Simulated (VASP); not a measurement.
A run of VASP 6.6.1 is set up as follows.

File INCAR:

```
SYSTEM = NbTe
ALGO = Normal
EDIFF = 1E-8
ENCUT = 600
GGA = PE
IBRION = 6
ISIF = 3
ISMEAR = -1
LASPH = .True.
LCHARG = .False.
LREAL = .False.
LWAVE = .False.
NELM = 80
NFREE = 2
NSW = 1
POTIM = 0.015
PREC = Accurate
SIGMA = 0.05
```

The input KPOINTS:

```
k-points
0
Gamma
  6 6 5
  0 0 0
```

The input POSCAR:

```
NbTe
1.0
    3.7029743866      0.0000000000      0.0000000000
   -1.8514871933      3.2068698884      0.0000000000
    0.0000000000      0.0000000000      3.6942110000
Te Nb
1 1
Direct
    0.6666666667      0.3333333333      0.0000000000
    0.0000000000      0.0000000000      0.5000000000
```

Potentials or basis: VASP PAW PBE potentials, release 64 (Te, Nb_sv).

The run is started by

```bash
$ cat potpaw_PBE.64/Te/POTCAR potpaw_PBE.64/Nb_sv/POTCAR > POTCAR
$ mpirun -np 1 vasp_std > vasp.out
```

What does it give for the Voigt bulk modulus?

119 GPa.

What does it give for the highest phonon frequency at Γ, LO-TO splitting left out?

224 cm⁻¹.

Clamped-ion elastic tensor (GPa):
```
178  53  94   0   0   0
 53 178  94   0   0   0
 94  94 235   0   0   0
  0   0   0  85   0   0
  0   0   0   0  85   0
  0   0   0   0   0  62
```
